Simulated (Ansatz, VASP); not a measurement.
## LuAl3N4 in VASP and in Ansatz

File INCAR:

```
PREC = Accurate ; ENCUT = 600
EDIFF = 1E-7 ; ISMEAR = 0
SIGMA = 0.02 ; LREAL = False
LASPH = True ; NELM = 60
ALGO = Normal ; ISIF = 3
LWAVE = False ; LCHARG = False
GGA = PE ; IBRION = 2
NSW = 100 ; EDIFFG = -0.01
```

File KPOINTS:

```
Automatic mesh
0
Gamma
  12 12 2
```

The input POSCAR:

```
LuAl3N4
1.0
    3.2066620031      0.0000000000      0.0000000000
   -1.6033310015      2.7770507560      0.0000000000
    0.0000000000      0.0000000000     10.4970860271
Lu Al N
1 3 4
Direct
    0.0000000000      0.0000000000      0.9026844523
    0.3333333333      0.6666666667      0.6545149527
    0.3333333333      0.6666666667      0.1783180994
    0.6666666667      0.3333333333      0.4168472143
    0.3333333333      0.6666666667      0.4758829687
    0.3333333333      0.6666666667      0.9998716073
    0.6666666667      0.3333333333      0.2378928937
    0.6666666667      0.3333333333      0.7204878116
```

Input for Ansatz:

```yaml
crystal:
  lattice:
    - [3.2066620031, 0.0, 0.0]
    - [-1.6033310015, 2.777050756, 0.0]
    - [0.0, 0.0, 10.4970860271]
  atoms:
    - { symbol: Lu, position: [0.0, 0.0, 0.9026844523] }
    - { symbol: Al, position: [0.3333333333, 0.6666666667, 0.6545149527] }
    - { symbol: Al, position: [0.3333333333, 0.6666666667, 0.1783180994] }
    - { symbol: Al, position: [0.6666666667, 0.3333333333, 0.4168472143] }
    - { symbol: "N", position: [0.3333333333, 0.6666666667, 0.4758829687] }
    - { symbol: "N", position: [0.3333333333, 0.6666666667, 0.9998716073] }
    - { symbol: "N", position: [0.6666666667, 0.3333333333, 0.2378928937] }
    - { symbol: "N", position: [0.6666666667, 0.3333333333, 0.7204878116] }
basis:
  ecutwfc: 420
kpoints:
  mp_grid: { grid: [12, 12, 2] }
hamiltonian:
  xc: pbe
scf:
  occupations: { method: gaussian, width: 0.02 }
output:
  forces: true
  stress: true
  eigenvalues: true
relax:
  adjacent_minimum: "off"
  f_tol: 0.01
  max_steps: 80
  cell: { stress_tol: 0.05 }
```

Alike in both runs: task relaxation of cell and atoms; functional PBE; k mesh 12 × 12 × 2; occupations gaussian, width 0.02 eV; no spin polarisation.

```csv
,VASP,Ansatz
version,VASP 6.6.1,Ansatz 0.2.0
potentials or method,"VASP PAW PBE potentials, release 64 (Lu, Al, N), cutoff 600 eV","scalar-relativistic, plane waves, PAW"
valence electrons in the cell,54,54
```

|  | VASP | Ansatz | Ansatz less VASP |
| --- | --- | --- | --- |
| gap on the k mesh at the Fermi level, each at its own relaxed structure (eV) | 2.83 | 2.87 | +0.042 |
| relaxed volume (Å³/atom) | 11.67 | 11.67 | -0.003 |
| relaxed cell length with the largest relative difference (Å) | 10.507 | 10.502 | -0.0051 |

Neither program's run includes spin-orbit coupling.
